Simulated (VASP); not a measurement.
# Be (Im-3m) in VASP: a series of runs

The runs below take Be through single point, with PBEsol.

Program: VASP 6.6.1. These are calculated values, not measurements. Logs are shortened: lines on timing, memory, paths and dates and some standing lists are left out, and cuts for length are marked.

**1. The cell of the first run**

The structure is cubic, space group Im-3m (No. 229). Conventional cell: a = 2.388 Å, b = 2.388 Å, c = 2.388 Å, α = 90.00°, β = 90.00°, γ = 90.00°. Be (site symmetry m-3m) has 14 Be at 2.07 to 2.39 Å within 2.7 Å.

This isn't the form of Be at room conditions, which is hcp.

**2. Single point, PBEsol**

INCAR

```
SYSTEM = Be
  ALGO = Normal
  EDIFF = 1E-6
  ENCUT = 600
  GGA = PS
  GGA_COMPAT = .False.
  ISIF = 2
  ISMEAR = -1
  LASPH = .True.
  LCHARG = .False.
  LREAL = .False.
  LWAVE = .False.
  NBANDS = 7
  NELM = 120
  PREC = Accurate
  SIGMA = 0.05
```

KPOINTS

```
k-points
0
Gamma
  24 24 24
  0 0 0
```

POSCAR

```
Be
1.0
   -1.1940114100      1.1940114100      1.1940114100
    1.1940114100     -1.1940114100      1.1940114100
    1.1940114100      1.1940114100     -1.1940114100
Be
1
Direct
    0.0000000000      0.0000000000      0.0000000000
```

Potentials or basis: VASP PAW PBE potentials, release 64 (Be).

Launch:

```bash
$ cat potpaw_PBE.64/Be/POTCAR > POTCAR
$ mpirun -np 1 vasp_std > vasp.out
```

OUTCAR:

```text
SYSTEM = Be
   EDIFF = 1E-6
   ENCUT = 600
   GGA = PS
   ISIF = 2
   ISMEAR = -1
   LASPH = .True.
   LREAL = .False.
   NELM = 120
   PREC = Accurate

 ion  position               nearest neighbor table
   1  0.000  0.000  0.000-

  LATTYP: Found a body centered cubic cell.
 ALAT       =     2.3880228200

  Lattice vectors:

 A1 = (  -1.1940114100,   1.1940114100,   1.1940114100)
 A2 = (   1.1940114100,  -1.1940114100,   1.1940114100)
 A3 = (   1.1940114100,   1.1940114100,  -1.1940114100)

Analysis of symmetry for initial positions (statically):
=====================================================================
 Subroutine PRICEL returns:
 Original cell was already a primitive cell.

 Routine SETGRP: Setting up the symmetry group for a
 body centered cubic supercell.

 Subroutine GETGRP returns: Found 48 space group operations
 (whereof 48 operations were pure point group operations)
 out of a pool of 48 trial point group operations.

The static configuration has the point symmetry O_h .

Analysis of symmetry for dynamics (positions and initial velocities):
=====================================================================
 Subroutine PRICEL returns:
 Original cell was already a primitive cell.

 Routine SETGRP: Setting up the symmetry group for a
 body centered cubic supercell.

 Subroutine GETGRP returns: Found 48 space group operations
 (whereof 48 operations were pure point group operations)
 out of a pool of 48 trial point group operations.

The dynamic configuration has the point symmetry O_h .

 Subroutine INISYM returns: Found 48 space group operations
 (whereof 48 operations are pure point group operations),
 and found     1 'primitive' translations

----------------------------------------------------------------------------------------

                                     Primitive cell

  volume of cell :       6.8090

  direct lattice vectors                    reciprocal lattice vectors
    -1.194011410  1.194011410  1.194011410     0.000000000  0.418756467  0.418756467
     1.194011410 -1.194011410  1.194011410     0.418756467  0.000000000  0.418756467
     1.194011410  1.194011410 -1.194011410     0.418756467  0.418756467  0.000000000

  length of vectors
     2.068088427  2.068088427  2.068088427     0.592211075  0.592211075  0.592211075

  position of ions in fractional coordinates (direct lattice)
     0.000000000  0.000000000  0.000000000

  ion indices of the primitive-cell ions
   primitive index   ion index
                 1           1

----------------------------------------------------------------------------------------

 KPOINTS: k-points

Automatic generation of k-mesh.
 Grid dimensions read from file:
 generate k-points for:   24   24   24

 Generating k-lattice:

  Cartesian coordinates                     Fractional coordinates (reciprocal lattice)
     0.000000000  0.017448186  0.017448186     0.041666667  0.000000000  0.000000000
     0.017448186  0.000000000  0.017448186     0.000000000  0.041666667  0.000000000
     0.017448186  0.017448186  0.000000000     0.000000000  0.000000000  0.041666667

  Length of vectors
     0.024675461  0.024675461  0.024675461

  Shift w.r.t. Gamma in fractional coordinates (k-lattice)
     0.000000000  0.000000000  0.000000000

 Subroutine IBZKPT returns following result:
 ===========================================

 Found    413 irreducible k-points:

 Following reciprocal coordinates:
            Coordinates               Weight
  0.000000  0.000000  0.000000      1.000000
  0.041667  0.000000  0.000000     12.000000
  0.083333  0.000000  0.000000     12.000000
  0.125000  0.000000  0.000000     12.000000
  0.166667  0.000000  0.000000     12.000000
  0.208333  0.000000  0.000000     12.000000
[... 16 lines left out ...]
  0.416667  0.041667  0.000000     48.000000
  0.458333  0.041667  0.000000     48.000000
 [... further k-points ...]
   k-points           NKPTS =    413   k-points in BZ     NKDIM =    413   number of bands    NBANDS=      7
   number of dos      NEDOS =    301   number of ions     NIONS =      1
   total plane-waves  NPLWV =   5832
   dimension x,y,z NGX =    18 NGY =   18 NGZ =   18
   dimension x,y,z NGXF=    36 NGYF=   36 NGZF=   36
   ions per type =               1
   NGX,Y,Z   is equivalent  to a cutoff of  14.47, 14.47, 14.47 a.u.
   NGXF,Y,Z  is equivalent  to a cutoff of  28.94, 28.94, 28.94 a.u.
 SYSTEM =  Be
   PREC   = accura    normal or accurate (medium, high low for compatibility)
   ISTART =      0    job   : 0-new  1-cont  2-samecut
   ICHARG =      2    charge: 1-file 2-atom 10-const
   ISPIN  =      1    spin polarized calculation?
   LNONCOLLINEAR =      F non collinear calculations
   LSORBIT =      F    spin-orbit coupling
   LASPH  =      T    aspherical Exc in radial PAW
   ENCUT  =  600.0 eV  44.10 Ry    6.64 a.u.   4.13  4.13  4.13*2*pi/ulx,y,z
   NELM   =    120;   NELMIN=  2; NELMDL= -5     # of ELM steps
   EDIFF  = 0.1E-05   stopping-criterion for ELM
   LREAL  =      F    real-space projection
   EDIFFG = 0.1E-04   stopping-criterion for IOM
   NSW    =      0    number of steps for IOM
   IBRION =     -1    ionic relax: 0-MD 1-quasi-New 2-CG
   NFREE  =      0    steps in history (QN), initial steepest desc. (CG)
   ISIF   =      2    stress and relaxation
   ISYM   =      2    0-nonsym 1-usesym 2-fastsym
   POTIM  = 0.5000    time-step for ionic-motion
   TEBEG  =    0.0;   TEEND  =   0.0 temperature during run
   PSTRESS=    0.0 pullay stress
   NELECT =       2.0000    total number of electrons
   NUPDOWN=      -1.0000    fix difference up-down
   EMIN   =  10.00;   EMAX   =-10.00  energy-range for DOS
   EFERMI =   0.00;   METHOD = LEGACY
   ISMEAR =    -1;   SIGMA  =   0.05  broadening in eV -4-tet -1-fermi 0-gaus
   EFERMI_NEDOS =   21; number of points for ismear=-14 and -15
   IALGO  =     38    algorithm
   IMIX   =      4    mixing-type and parameters
     AMIX     =   0.40;   BMIX     =  1.00
     AMIX_MAG =   1.60;   BMIX_MAG =  1.00
  volume/ion in A,a.u.               =       6.81        45.95
  Fermi-wavevector in a.u.,A,eV,Ry     =   1.088236  2.056468 16.112798  1.184257
  Thomas-Fermi vector in A             =   2.224413
   LORBIT       =      0    0 simple, 1 ext, 2 COOP (PROOUT), +10 PAW based schemes
   GGA     = PS    functional components
   LHFCALC =     F    Hartree Fock is set to
   AEXX    =    0.0000 exact exchange contribution
   IVDW    =     0    specifies the selected vdW correction
   LEPSILON=     F    determine dielectric tensor
   LRPA    =     F    only Hartree local field effects (RPA)
 non-spin polarized calculation
  energy-cutoff  :      600.00
  volume of cell :        6.81
 maximum number of plane-waves:       236
 NGX is ok and might be reduce to    18
   NGX =  9   NGY =  9   NGZ =  9

 number of electron       2.0000000 magnetization

 Free energy of the ion-electron system (eV)
  ---------------------------------------------------
  ext. energy  EPLUGINS =         0.00000000
  ---------------------------------------------------
  free energy    TOTEN  =        -3.84430673 eV

  energy without entropy =       -3.84301512  energy(sigma->0) =       -3.84366092

 E-fermi :   9.3116     XC(G=0): -11.1141

 val. band max:        9.2576788881   @ k =   0.2917   0.2917   0.0417
 cond. band min:       9.3223060909   @ k =   0.3750   0.2500   0.0000
 fundamental gap:      0.0646272028
 Fermi energy:         9.3116164876

 k-point     1 :       0.0000    0.0000    0.0000
  band No.  band energies     occupation
      1      -3.8682      2.00000
      2      30.9965      0.00000
      3      30.9965      0.00000
      4      30.9965      0.00000
      5      42.9452      0.00000
      6      42.9452      0.00000
      7      42.9452      0.00000

 k-point     2 :       0.0417    0.0000    0.0000
  band No.  band energies     occupation
      1      -3.8045      2.00000
      2      30.6551      0.00000
      3      30.7007      0.00000
      4      30.9107      0.00000
      5      41.9578      0.00000
      6      42.0052      0.00000
      7      43.4182      0.00000

 k-point     3 :       0.0833    0.0000    0.0000
  band No.  band energies     occupation
      1      -3.6134      2.00000
      2      29.6006      0.00000
      3      29.9326      0.00000
      4      30.6573      0.00000
      5      39.9975      0.00000
      6      40.3770      0.00000
      7      43.7725      0.00000

 k-point     4 :       0.1250    0.0000    0.0000
  band No.  band energies     occupation
      1      -3.2946      2.00000
      2      27.8516      0.00000
      3      28.9174      0.00000
      4      30.2526      0.00000
      5      38.5656      0.00000
      6      38.7523      0.00000
      7      43.2248      0.00000

 k-point     5 :       0.1667    0.0000    0.0000
  band No.  band energies     occupation
      1      -2.8479      2.00000
      2      25.6052      0.00000
      3      27.8300      0.00000
      4      29.7298      0.00000
      5      37.2550      0.00000
      6      37.7621      0.00000
      7      43.0590      0.00000
[... 161 lines left out ...]
 k-point    22 :       0.3750    0.0417    0.0000
  band No.  band energies     occupation
      1       1.7382      2.00000
      2      12.8049      0.00000
      3      23.2563      0.00000
      4      26.2332      0.00000
      5      32.8930      0.00000
      6      38.2477      0.00000
      7      47.2081      0.00000

 k-point    23 :       0.4167    0.0417    0.0000
  band No.  band energies     occupation
      1       2.7015      2.00000
      2      11.2028      0.00000
      3      22.9364      0.00000
      4      25.9613      0.00000
      5      32.5556      0.00000
      6      38.5352      0.00000
      7      48.3365      0.00000

 k-point    24 :       0.4583    0.0417    0.0000
  band No.  band energies     occupation
      1       3.3580      2.00000
      2      10.2251      0.00000
      3      22.7757      0.00000
      4      25.8234      0.00000
      5      32.3863      0.00000
      6      38.7022      0.00000
      7      49.1515      0.00000

 [... further k-points ...]
[... 5 lines left out ...]
  --------------------------------------------------------------------------------------
  -------------------------------------------------------------------------------------
  Total        0.8717045      0.8717045      0.8717045      0.0000000      0.0000000     -0.0000000
  in kB      205.1135997    205.1135997    205.1135997      0.0000000      0.0000000     -0.0000000
  external PRESSURE =     205.1135997 kB  Pullay stress =       0.0000000 kB

 VOLUME and BASIS-vectors are now :
 -----------------------------------------------------------------------------
  energy-cutoff  :      600.00
  volume of cell :        6.81
      direct lattice vectors                 reciprocal lattice vectors
    -1.194011410  1.194011410  1.194011410     0.000000000  0.418756467  0.418756467
     1.194011410 -1.194011410  1.194011410     0.418756467  0.000000000  0.418756467
     1.194011410  1.194011410 -1.194011410     0.418756467  0.418756467  0.000000000

 POSITION                                       TOTAL-FORCE (eV/Angst)
 -----------------------------------------------------------------------------------
      0.00000      0.00000      0.00000        -0.000000      0.000000     -0.000000
 -----------------------------------------------------------------------------------
    total drift:                                0.000000     -0.000000      0.000000

  FREE ENERGIE OF THE ION-ELECTRON SYSTEM (eV)
  ---------------------------------------------------
  free  energy   TOTEN  =        -3.8443067299 eV

  energy  without entropy=       -3.8430151188  energy(sigma->0) =       -3.84366092
```

Wall time 10 s (1 thread of Intel Xeon Platinum 8488C (Sapphire Rapids), shared host); peak memory 0.13 GiB.

What came out:

| Item | Value |
| --- | --- |
| Free energy | -3.8443 eV |
| Pressure | 20.5 GPa |
| Band gap on the k mesh | zero (bands 1 and 2 overlap by 5.99 eV) |

Levels at points of the mesh, in eV from the Fermi level:
```
           k point  band 1  band 2  band 3  band 4  band 5  band 6
(0.00, 0.00, 0.00)  -13.18   21.68   21.68   21.68   33.63   33.63
(0.50, 0.00, 0.00)   -5.92    0.78   13.64   17.12   22.18   29.34
(0.50, 0.50, 0.50)    4.34    4.34    4.34   10.46   10.46   21.70
```

Caveat: the cell stands under pressure; the PAW data sets were made with another functional, which shifts forces and pressure a little.

**3. Single point, PBEsol**

This run uses another cell than the first one, of 7.22 Å³/atom.

INCAR is that of step 2.

KPOINTS is that of step 2.

POSCAR

```
Be
1.0
   -1.2174428460      1.2174428460      1.2174428460
    1.2174428460     -1.2174428460      1.2174428460
    1.2174428460      1.2174428460     -1.2174428460
Be
1
Direct
    0.0000000000      0.0000000000      0.0000000000
```

Potentials or basis: VASP PAW PBE potentials, release 64 (Be).

Launch:

```bash
$ cat potpaw_PBE.64/Be/POTCAR > POTCAR
$ mpirun -np 1 vasp_std > vasp.out
```

Wall time 10 s (1 thread of Intel Xeon Platinum 8488C (Sapphire Rapids), shared host); peak memory 0.13 GiB.

Results (log left out):

| Item | Value |
| --- | --- |
| Free energy | -3.8832 eV |
| Pressure | 10.4 GPa |
| Band gap on the k mesh | zero (bands 1 and 2 overlap by 5.71 eV) |

Levels at points of the mesh, in eV from the Fermi level:
```tsv
k point	band 1	band 2	band 3	band 4	band 5
(0.00, 0.00, 0.00)	-12.83	20.68	20.68	20.68	32.38
(0.50, 0.00, 0.00)	-5.68	0.57	13.02	16.38	21.40
(0.50, 0.50, 0.50)	4.14	4.14	4.14	10.15	10.15
```

Caveat: the cell stands under pressure; the PAW data sets were made with another functional, which shifts forces and pressure a little.

**4. Single point, PBEsol**

This run uses another cell than the first one, of 7.46 Å³/atom.

INCAR

```
SYSTEM = Be
ALGO = Normal
EDIFF = 1E-6
ENCUT = 600
GGA = PS
GGA_COMPAT = .False.
ISIF = 2
ISMEAR = -1
LASPH = .True.
LCHARG = .False.
LREAL = .False.
LWAVE = .False.
NBANDS = 7
NELM = 120
PREC = Accurate
SIGMA = 0.05
```

KPOINTS is that of step 3.

POSCAR

```
Be
1.0
   -1.2310548998      1.2310548998      1.2310548998
    1.2310548998     -1.2310548998      1.2310548998
    1.2310548998      1.2310548998     -1.2310548998
Be
1
Direct
    0.0000000000      0.0000000000      0.0000000000
```

Launch:

```bash
$ cat potpaw_PBE.64/Be/POTCAR > POTCAR
$ mpirun -np 1 vasp_std > vasp.out
```

Wall time 10 s (1 thread of Intel Xeon Platinum 8488C (Sapphire Rapids), shared host); peak memory 0.13 GiB.

It converged, with:

* Free energy: -3.8952 eV
* Pressure: 5.4 GPa
* Band gap on the k mesh: zero (bands 1 and 2 overlap by 5.56 eV)

Levels at points of the mesh, in eV from the Fermi level:
```
           k point  band 1  band 2  band 3  band 4
(0.00, 0.00, 0.00)  -12.64   20.12   20.12   20.12
(0.50, 0.00, 0.00)   -5.54    0.46   12.67   15.98
(0.50, 0.50, 0.50)    4.03    4.03    4.03    9.98
```

Caveat: the cell stands under pressure; the PAW data sets were made with another functional, which shifts forces and pressure a little.

**5. Single point, PBEsol**

This run uses another cell than the first one, of 7.75 Å³/atom.

INCAR

```
ALGO     = Normal         # electronic algorithm
EDIFF    = 1E-6           # SCF threshold, eV
ENCUT    = 600            # plane-wave cutoff, eV
GGA      = PS             # functional
GGA_COMPAT= False        
ISIF     = 2              # what is computed and relaxed
ISMEAR   = -1             # smearing method
LASPH    = True           # aspherical terms in the spheres
LCHARG   = False          # write CHGCAR
LREAL    = False          # projectors in reciprocal space
LWAVE    = False          # write WAVECAR
NBANDS   = 7              # bands
NELM     = 120            # most SCF steps
PREC     = Accurate       # precision mode
SIGMA    = 0.05           # smearing width, eV
```

KPOINTS

```
k-points
0
Gamma
  24 24 24
```

POSCAR

```
Be
1.0
   -1.2465047565      1.2465047565      1.2465047565
    1.2465047565     -1.2465047565      1.2465047565
    1.2465047565      1.2465047565     -1.2465047565
Be
1
Direct
    0.0000000000      0.0000000000      0.0000000000
```

Launch:

```bash
$ cat potpaw_PBE.64/Be/POTCAR > POTCAR
$ mpirun -np 1 vasp_std > vasp.out
```

Run time: 10 s. Hardware: 1 thread of Intel Xeon Platinum 8488C (Sapphire Rapids), shared host; peak memory 0.13 GiB.

It converged, with:

```
Free energy            : -3.9002 eV
Pressure               : 0.4 GPa
Band gap on the k mesh : zero (bands 1 and 2 overlap by 5.39 eV)
```

Levels at points of the mesh, in eV from the Fermi level:
| k point | band 1 | band 2 | band 3 | band 4 |
| --- | --- | --- | --- | --- |
| (0.00, 0.00, 0.00) | -12.41 | 19.51 | 19.51 | 19.51 |
| (0.50, 0.00, 0.00) | -5.39 | 0.35 | 12.30 | 15.53 |
| (0.50, 0.50, 0.50) | 3.91 | 3.91 | 3.91 | 9.79 |

Caveat: the PAW data sets were made with another functional, which shifts forces and pressure a little.

**6. The runs side by side**

| cell | gap on the mesh (eV) | pressure (GPa) |
| --- | --- | --- |
| a = 2.068 Å, angles 109.5°, 1 atom | none | 20.5 |
| a = 2.109 Å, angles 109.5°, 1 atom | none | 10.4 |
| a = 2.132 Å, angles 109.5°, 1 atom | none | 5.4 |
| a = 2.159 Å, angles 109.5°, 1 atom | none | 0.4 |

Alike in all rows: task single point; level PBEsol; potentials or basis VASP PAW PBE potentials, release 64 (Be); no spin polarisation; k mesh 24 × 24 × 24; cutoff (eV) 600; smearing fermi-dirac 0.05 eV.

Caveats: the PAW data sets were made with another functional, which shifts forces and pressure a little; the cell stands under pressure (at least some runs).

Absolute energies hang on the potentials; compare differences alone.
